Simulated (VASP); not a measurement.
# Hg (Pm-3m) in VASP: a series of runs

The runs below take Hg through relaxation of cell and atoms, with r2SCAN.

All numbers are computed with VASP 6.6.1; they aren't measurements. Logs are shortened: lines on timing, memory, paths and dates and some standing lists are left out, and cuts for length are marked.

### Step 1. The cell of the first run

The structure is cubic, space group Pm-3m (No. 221). Conventional cell: a = 3.214 Å, b = 3.214 Å, c = 3.214 Å, α = 90.00°, β = 90.00°, γ = 90.00°. Hg (site symmetry m-3m) has 6 Hg at 3.21 Å within 4.2 Å.

### Step 2. Relaxation of cell and atoms, r2SCAN

File POSCAR:

```
Hg
1.0
    3.2141681307      0.0000000000      0.0000000000
    0.0000000000      3.2141681307      0.0000000000
    0.0000000000      0.0000000000      3.2141681307
Hg
1
Direct
    0.0000000000      0.0000000000      0.0000000000
```

File INCAR.step1:

```
SYSTEM = Hg
PREC     = Accurate       ! precision mode
ENCUT    = 600            ! plane-wave cutoff, eV
ISMEAR   = 0              ! smearing method
SIGMA    = 0.1            ! smearing width, eV
LREAL    = .FALSE.        ! projectors in reciprocal space
LASPH    = .TRUE.         ! aspherical terms in the spheres
NELM     = 100            ! most SCF steps
GGA      = PE             ! functional
ALGO     = Normal         ! electronic algorithm
EDIFF    = 1E-4           ! SCF threshold, eV
LWAVE    = .TRUE.         ! write WAVECAR
LCHARG   = .FALSE.        ! write CHGCAR
```

File INCAR.step2:

```
SYSTEM = Hg
PREC     = Accurate       ! precision mode
ENCUT    = 600            ! plane-wave cutoff, eV
EDIFF    = 1E-6           ! SCF threshold, eV
ISMEAR   = 0              ! smearing method
SIGMA    = 0.1            ! smearing width, eV
LREAL    = .FALSE.        ! projectors in reciprocal space
LASPH    = .TRUE.         ! aspherical terms in the spheres
NELM     = 100            ! most SCF steps
ALGO     = Normal         ! electronic algorithm
ISIF     = 3              ! what is computed and relaxed
LWAVE    = .FALSE.        ! write WAVECAR
LCHARG   = .FALSE.        ! write CHGCAR
METAGGA  = R2SCAN         ! meta-GGA
LMIXTAU  = .TRUE.       
IBRION   = 2              ! ionic algorithm
NSW      = 100            ! ionic steps
EDIFFG   = -0.01          ! ionic threshold
ISTART   = 1
```

File KPOINTS:

```
regular mesh
0
G
  18 18 18
  0 0 0
```

Potentials or basis: VASP PAW PBE potentials, release 64 (Hg).

The run is started by

```console
cat potpaw_PBE.64/Hg/POTCAR > POTCAR
cp INCAR.step1 INCAR
mpirun -np 1 vasp_std > vasp.out
cp INCAR.step2 INCAR
mpirun -np 1 vasp_std > vasp.out
```

OUTCAR:

```text
SYSTEM = Hg
   PREC = Accurate
   ENCUT = 600
   EDIFF = 1E-6
   ISMEAR = 0
   LREAL = .FALSE.
   LASPH = .TRUE.
   NELM = 100
   ISIF = 3
   METAGGA = R2SCAN
   IBRION = 2
   NSW = 100
   EDIFFG = -0.01
   ISTART = 1

 ion  position               nearest neighbor table
   1  0.000  0.000  0.000-

  LATTYP: Found a simple cubic cell.
 ALAT       =     3.2141681307

  Lattice vectors:

 A1 = (   3.2141681307,   0.0000000000,   0.0000000000)
 A2 = (   0.0000000000,   3.2141681307,   0.0000000000)
 A3 = (   0.0000000000,   0.0000000000,   3.2141681307)

Analysis of symmetry for initial positions (statically):
=====================================================================
 Subroutine PRICEL returns:
 Original cell was already a primitive cell.

 Routine SETGRP: Setting up the symmetry group for a
 simple cubic supercell.

 Subroutine GETGRP returns: Found 48 space group operations
 (whereof 48 operations were pure point group operations)
 out of a pool of 48 trial point group operations.

The static configuration has the point symmetry O_h .

Analysis of symmetry for dynamics (positions and initial velocities):
=====================================================================
 Subroutine PRICEL returns:
 Original cell was already a primitive cell.

 Routine SETGRP: Setting up the symmetry group for a
 simple cubic supercell.

 Subroutine GETGRP returns: Found 48 space group operations
 (whereof 48 operations were pure point group operations)
 out of a pool of 48 trial point group operations.

The dynamic configuration has the point symmetry O_h .

 Subroutine INISYM returns: Found 48 space group operations
 (whereof 48 operations are pure point group operations),
 and found     1 'primitive' translations

----------------------------------------------------------------------------------------

                                     Primitive cell

  volume of cell :      33.2052

  direct lattice vectors                    reciprocal lattice vectors
     3.214168131  0.000000000  0.000000000     0.311122492  0.000000000  0.000000000
     0.000000000  3.214168131  0.000000000     0.000000000  0.311122492  0.000000000
     0.000000000  0.000000000  3.214168131     0.000000000  0.000000000  0.311122492

  length of vectors
     3.214168131  3.214168131  3.214168131     0.311122492  0.311122492  0.311122492

  position of ions in fractional coordinates (direct lattice)
     0.000000000  0.000000000  0.000000000

  ion indices of the primitive-cell ions
   primitive index   ion index
                 1           1

----------------------------------------------------------------------------------------

 KPOINTS: regular mesh

Automatic generation of k-mesh.
 Grid dimensions read from file:
 generate k-points for:   18   18   18

 Generating k-lattice:

  Cartesian coordinates                     Fractional coordinates (reciprocal lattice)
     0.017284583  0.000000000  0.000000000     0.055555556  0.000000000  0.000000000
     0.000000000  0.017284583  0.000000000     0.000000000  0.055555556  0.000000000
     0.000000000  0.000000000  0.017284583     0.000000000  0.000000000  0.055555556

  Length of vectors
     0.017284583  0.017284583  0.017284583

  Shift w.r.t. Gamma in fractional coordinates (k-lattice)
     0.000000000  0.000000000  0.000000000

 Subroutine IBZKPT returns following result:
 ===========================================

 Found    220 irreducible k-points:

 Following reciprocal coordinates:
            Coordinates               Weight
  0.000000  0.000000  0.000000      1.000000
  0.055556  0.000000  0.000000      6.000000
  0.111111  0.000000  0.000000      6.000000
  0.166667  0.000000  0.000000      6.000000
  0.222222  0.000000  0.000000      6.000000
  0.277778  0.000000  0.000000      6.000000
[... 16 lines left out ...]
  0.277778  0.111111  0.000000     24.000000
  0.333333  0.111111  0.000000     24.000000
 [... further k-points ...]
   k-points           NKPTS =    220   k-points in BZ     NKDIM =    220   number of bands    NBANDS=     10
   number of dos      NEDOS =    301   number of ions     NIONS =      1
   total plane-waves  NPLWV =  21952
   dimension x,y,z NGX =    28 NGY =   28 NGZ =   28
   dimension x,y,z NGXF=    56 NGYF=   56 NGZF=   56
   ions per type =               1
   NGX,Y,Z   is equivalent  to a cutoff of  14.48, 14.48, 14.48 a.u.
   NGXF,Y,Z  is equivalent  to a cutoff of  28.96, 28.96, 28.96 a.u.
 SYSTEM =  Hg
   PREC   = accura    normal or accurate (medium, high low for compatibility)
   ISTART =      1    job   : 0-new  1-cont  2-samecut
   ICHARG =      0    charge: 1-file 2-atom 10-const
   ISPIN  =      1    spin polarized calculation?
   LNONCOLLINEAR =      F non collinear calculations
   LSORBIT =      F    spin-orbit coupling
   LASPH  =      T    aspherical Exc in radial PAW
   ENCUT  =  600.0 eV  44.10 Ry    6.64 a.u.   6.42  6.42  6.42*2*pi/ulx,y,z
   NELM   =    100;   NELMIN=  2; NELMDL=  0     # of ELM steps
   EDIFF  = 0.1E-05   stopping-criterion for ELM
   LREAL  =      F    real-space projection
   EDIFFG = -.1E-01   stopping-criterion for IOM
   NSW    =    100    number of steps for IOM
   IBRION =      2    ionic relax: 0-MD 1-quasi-New 2-CG
   NFREE  =      1    steps in history (QN), initial steepest desc. (CG)
   ISIF   =      3    stress and relaxation
   ISYM   =      2    0-nonsym 1-usesym 2-fastsym
   POTIM  = 0.5000    time-step for ionic-motion
   TEBEG  =    0.0;   TEEND  =   0.0 temperature during run
   PSTRESS=    0.0 pullay stress
   NELECT =      12.0000    total number of electrons
   NUPDOWN=      -1.0000    fix difference up-down
   EMIN   =  10.00;   EMAX   =-10.00  energy-range for DOS
   EFERMI =   0.00;   METHOD = LEGACY
   ISMEAR =     0;   SIGMA  =   0.10  broadening in eV -4-tet -1-fermi 0-gaus
   EFERMI_NEDOS =   21; number of points for ismear=-14 and -15
   IALGO  =     38    algorithm
   IMIX   =      4    mixing-type and parameters
     AMIX     =   0.40;   BMIX     =  1.00
     AMIX_MAG =   1.60;   BMIX_MAG =  1.00
  volume/ion in A,a.u.               =      33.21       224.08
  Fermi-wavevector in a.u.,A,eV,Ry     =   1.166093  2.203597 18.500845  1.359774
  Thomas-Fermi vector in A             =   2.302611
   LORBIT       =      0    0 simple, 1 ext, 2 COOP (PROOUT), +10 PAW based schemes
   METAGGA = R2SCAN    functional components
   LHFCALC =     F    Hartree Fock is set to
   AEXX    =    0.0000 exact exchange contribution
   IVDW    =     0    specifies the selected vdW correction
   LEPSILON=     F    determine dielectric tensor
   LRPA    =     F    only Hartree local field effects (RPA)
 conjugate gradient relaxation of ions
 non-spin polarized calculation
 Gauss-broadening in eV      SIGMA  =   0.10
  energy-cutoff  :      600.00
  volume of cell :       33.21
 maximum number of plane-waves:      1141
 NGX is ok and might be reduce to    28
   NGX = 13   NGY = 13   NGZ = 13

--------------------------------------- Ionic step        1  -------------------------------------------

 number of electron      12.0000003 magnetization

 Free energy of the ion-electron system (eV)
  ---------------------------------------------------
  ext. energy  EPLUGINS =         0.00000000
  ---------------------------------------------------
  free energy    TOTEN  =       -49.30242991 eV

  energy without entropy =      -49.30114683  energy(sigma->0) =      -49.30178837

------------------------ aborting loop because EDIFF is reached ----------------------------------------

  FORCE on cell =-STRESS in cart. coord.  units (eV):
  Direction    XX          YY          ZZ          XY          YZ          ZX
  --------------------------------------------------------------------------------------
  -------------------------------------------------------------------------------------
  Total       -0.4089794     -0.4089794     -0.4089794      0.0000000      0.0000000      0.0000000
  in kB      -19.7335987    -19.7335987    -19.7335987      0.0000000      0.0000000      0.0000000
  external PRESSURE =     -19.7335987 kB  Pullay stress =       0.0000000 kB
[... 20 lines left out ...]
  energy  without entropy=      -49.3011468317  energy(sigma->0) =      -49.30178837

--------------------------------------- Ionic step        2  -------------------------------------------

 number of electron      11.9999998 magnetization

 E-fermi :   0.8805     XC(G=0):  -9.8138

 val. band max:        0.8788594902   @ k =   0.3889   0.3889   0.3889
 cond. band min:       0.8854373598   @ k =   0.4444   0.3889   0.3333
 fundamental gap:      0.0065778696
 Fermi energy:         0.8805431576

 k-point     1 :       0.0000    0.0000    0.0000
  band No.  band energies     occupation
      1      -6.9128      2.00000
      2      -6.9128      2.00000
      3      -6.7376      2.00000
      4      -5.3298      2.00000
      5      -5.3298      2.00000
      6      -5.3298      2.00000
      7      10.4712      0.00000
      8      10.4712      0.00000
      9      10.4712      0.00000
     10      13.4162      0.00000
[... 436 lines left out ...]
  energy  without entropy=      -49.3488633554  energy(sigma->0) =      -49.34942288

--------------------------------------- Ionic step        6  -------------------------------------------

 number of electron      12.0000000 magnetization

 Free energy of the ion-electron system (eV)
  ---------------------------------------------------
  ext. energy  EPLUGINS =         0.00000000
  ---------------------------------------------------
  free energy    TOTEN  =       -49.35000800 eV

  energy without entropy =      -49.34888943  energy(sigma->0) =      -49.34944872

 E-fermi :   1.6406     XC(G=0): -10.4917

 val. band max:        1.6331314554   @ k =   0.5000   0.4444   0.1111
 cond. band min:       1.6787348782   @ k =   0.4444   0.4444   0.2222
 fundamental gap:      0.0456034228
 Fermi energy:         1.6405672674

 k-point     1 :       0.0000    0.0000    0.0000
  band No.  band energies     occupation
      1      -6.8028      2.00000
      2      -6.6875      2.00000
      3      -6.6875      2.00000
      4      -4.6618      2.00000
      5      -4.6618      2.00000
      6      -4.6618      2.00000
      7      11.8766      0.00000
      8      11.8766      0.00000
      9      11.8766      0.00000
     10      15.3105      0.00000
[... 327 lines left out ...]
  FREE ENERGIE OF THE ION-ELECTRON SYSTEM (eV)
  ---------------------------------------------------
  free  energy   TOTEN  =       -49.3500080023 eV

  energy  without entropy=      -49.3488894286  energy(sigma->0) =      -49.34944872

 reached required accuracy - stopping structural energy minimisation
```

It took 8.8 min on 1 thread of Intel Xeon 6975P-C (Granite Rapids), shared host; peak memory 0.25 GiB.

Results:

```yaml
Free_energy: -49.3500 eV
Relaxed_volume: 27.73 Å³/atom
Relaxed_cell: a = 3.027 Å, b = 3.027 Å, c = 3.027 Å, α = 90.00°, β = 90.00°, γ = 90.00°
Space_group_after_relaxing_to_0.1_Å: Pm-3m (No. 221)
Energy_gained_by_relaxing: 47.6 meV/atom
Ionic_steps: 6
Pressure_after_relaxing: 0.0 GPa
Band_gap_on_the_k_mesh: zero (bands 6 and 7 overlap by 6.07 eV)
```

Step by step:
```csv
step,energy change (eV),largest force (eV/Å),pressure (GPa),volume (Å³)
1,0.0000,0.0000,-1.97,33.21
2,-0.0228,0.0000,-1.81,31.28
3,-0.0414,0.0000,1.59,26.41
4,-0.0463,0.0000,-0.58,28.41
5,-0.0476,0.0000,-0.10,27.84
6,-0.0476,0.0000,0.03,27.73
```

Final structure:
```yaml
crystal:
  lattice:
    - [3.02687, 0.00000, 0.00000]
    - [0.00000, 3.02687, 0.00000]
    - [0.00000, 0.00000, 3.02687]
  atoms:
    - { symbol: Hg, position: [0.00000, 0.00000, 0.00000] }
```

Caveat: the volume moved by over 15 % at a fixed basis, so the end points are rough; the PAW data sets were made with another functional, which shifts forces and pressure a little; spin-orbit coupling is left out, which moves the levels of the heavy elements.

### Step 3. Relaxation of cell and atoms, r2SCAN

This run uses another cell than the first one, of 26.71 Å³/atom.

File POSCAR:

```
Hg
1.0
    2.9890743616      0.0000000000      0.0000000000
    0.0000000000      2.9890743616      0.0000000000
    0.0000000000      0.0000000000      2.9890743616
Hg
1
Direct
    0.0000000000      0.0000000000      0.0000000000
```

File INCAR.step1:

```
PREC = Accurate ; ENCUT = 600
ISMEAR = 0 ; SIGMA = 0.1
LREAL = False ; LASPH = True
NELM = 120 ; GGA = PE
ALGO = Normal ; EDIFF = 1E-5
LWAVE = True ; LCHARG = False
GGA_COMPAT = False ; IBRION = 2
ISIF = 3 ; EDIFFG = -0.005
NELMIN = 4 ; NSW = 100
```

File INCAR.step2:

```
PREC = Accurate ; ENCUT = 600
EDIFF = 1E-7 ; ISMEAR = 0
SIGMA = 0.1 ; LREAL = False
LASPH = True ; NELM = 120
ALGO = Normal ; ISIF = 3
LWAVE = False ; LCHARG = False
METAGGA = R2SCAN ; LMIXTAU = True
IBRION = 2 ; NSW = 100
EDIFFG = -0.01 ; ISTART = 1
GGA_COMPAT = False ; NELMIN = 4
```

File KPOINTS:

```
Automatic mesh
0
Gamma
  18 18 18
```

Potentials or basis: VASP PAW PBE potentials, release 64 (Hg_sv_GW).

The run is started by

```console
cat potpaw_PBE.64/Hg_sv_GW/POTCAR > POTCAR
cp INCAR.step1 INCAR
mpirun -np 1 vasp_std > vasp.out
cp INCAR.step2 INCAR
mpirun -np 1 vasp_std > vasp.out
```

OUTCAR:

```text
PREC = Accurate
   ENCUT = 600
   EDIFF = 1E-7
   ISMEAR = 0
   LREAL = False
   LASPH = True
   NELM = 120
   ISIF = 3
   METAGGA = R2SCAN
   IBRION = 2
   NSW = 100
   EDIFFG = -0.01
   ISTART = 1
   NELMIN = 4

 ion  position               nearest neighbor table
   1  0.000  0.000  0.000-

  LATTYP: Found a simple cubic cell.
 ALAT       =     2.9890743616

  Lattice vectors:

 A1 = (   2.9890743616,   0.0000000000,   0.0000000000)
 A2 = (   0.0000000000,   2.9890743616,   0.0000000000)
 A3 = (   0.0000000000,   0.0000000000,   2.9890743616)

Analysis of symmetry for initial positions (statically):
[... 262 lines left out ...]
      1    -112.8379      2.00000
      2     -60.5461      2.00000
      3     -60.5461      2.00000
      4     -60.5461      2.00000
      5      -3.9816      2.00000
      6      -3.8293      2.00000
      7      -3.8293      2.00000
      8      -1.7300      2.00000
      9      -1.7300      2.00000
     10      -1.7300      2.00000
     11      14.7553      0.00000
     12      14.7553      0.00000
     13      14.7553      0.00000
     14      18.4318      0.00000
[... 377 lines left out ...]
      1    -112.8367      2.00000
      2     -60.5834      2.00000
      3     -60.5492      2.00000
      4     -60.5429      2.00000
      5      -3.6340      2.00000
      6      -3.3227      2.00000
      7      -2.4114      2.00000
      8      -2.2250      2.00000
      9      -1.7631      2.00000
     10      -0.8920      2.00000
     11       6.7476      0.00000
     12      14.9423      0.00000
     13      17.6481      0.00000
     14      19.4724      0.00000

 [... further k-points ...]

------------------------ aborting loop because EDIFF is reached ----------------------------------------

  FORCE on cell =-STRESS in cart. coord.  units (eV):
  Direction    XX          YY          ZZ          XY          YZ          ZX
  --------------------------------------------------------------------------------------
  -------------------------------------------------------------------------------------
  Total        0.0033148      0.0033148      0.0033148     -0.0000000     -0.0000000      0.0000000
  in kB        0.1951384      0.1951384      0.1951384     -0.0000000     -0.0000000      0.0000000
  external PRESSURE =       0.1951384 kB  Pullay stress =       0.0000000 kB
[... 16 lines left out ...]
  FREE ENERGIE OF THE ION-ELECTRON SYSTEM (eV)
  ---------------------------------------------------
  free  energy   TOTEN  =       -49.2781101390 eV

  energy  without entropy=      -49.2768920898  energy(sigma->0) =      -49.27750111

 reached required accuracy - stopping structural energy minimisation
```

OUTCAR.step1:

```text
PREC = Accurate
   ENCUT = 600
   ISMEAR = 0
   LREAL = False
   LASPH = True
   NELM = 120
   GGA = PE
   EDIFF = 1E-5
   IBRION = 2
   ISIF = 3
   EDIFFG = -0.005
   NELMIN = 4
   NSW = 100
[... 801 lines left out ...]
      2     -59.1676      2.00000
      3     -59.1676      2.00000
      4     -59.1676      2.00000
      5      -3.8089      2.00000
      6      -3.6780      2.00000
      7      -3.6780      2.00000
      8      -1.9205      2.00000
      9      -1.9205      2.00000
     10      -1.9205      2.00000
     11      13.4207      0.00000
     12      13.4207      0.00000
     13      13.4207      0.00000
     14      16.6779      0.00000
[... 419 lines left out ...]
  FREE ENERGIE OF THE ION-ELECTRON SYSTEM (eV)
  ---------------------------------------------------
  free  energy   TOTEN  =        -0.1769449163 eV

  energy  without entropy=       -0.1754068717  energy(sigma->0) =       -0.17617589

 reached required accuracy - stopping structural energy minimisation
```

Wall time 5.7 min (1 thread of Intel Xeon 6975P-C (Granite Rapids), shared host); peak memory 0.26 GiB.

What came out:

```yaml
Free_energy: -49.2781 eV
Relaxed_volume: 27.22 Å³/atom
Relaxed_cell: a = 3.008 Å, b = 3.008 Å, c = 3.008 Å, α = 90.00°, β = 90.00°, γ = 90.00°
Space_group_after_relaxing_to_0.1_Å: Pm-3m (No. 221)
Energy_gained_by_relaxing: 1.0 meV/atom
Ionic_steps: 3
Pressure_after_relaxing: 0.0 GPa
Band_gap_on_the_k_mesh: zero (bands 10 and 11 overlap by 6.36 eV)
```

Step by step:
```csv
step,energy change (eV),largest force (eV/Å),pressure (GPa),volume (Å³)
1,0.0000,0.0000,0.57,26.71
2,-0.0009,0.0000,0.18,27.07
3,-0.0010,0.0000,0.02,27.22
```

Final structure:
```
Hg
1.0
     3.00797    0.00000    0.00000
     0.00000    3.00797    0.00000
     0.00000    0.00000    3.00797
Hg
1
Direct
  0.00000 0.00000 0.00000
```

Caveat: the PAW data sets were made with another functional, which shifts forces and pressure a little; spin-orbit coupling is left out, which moves the levels of the heavy elements.

The gap in the log of VASP goes by the Fermi energy; the results here count the filled bands.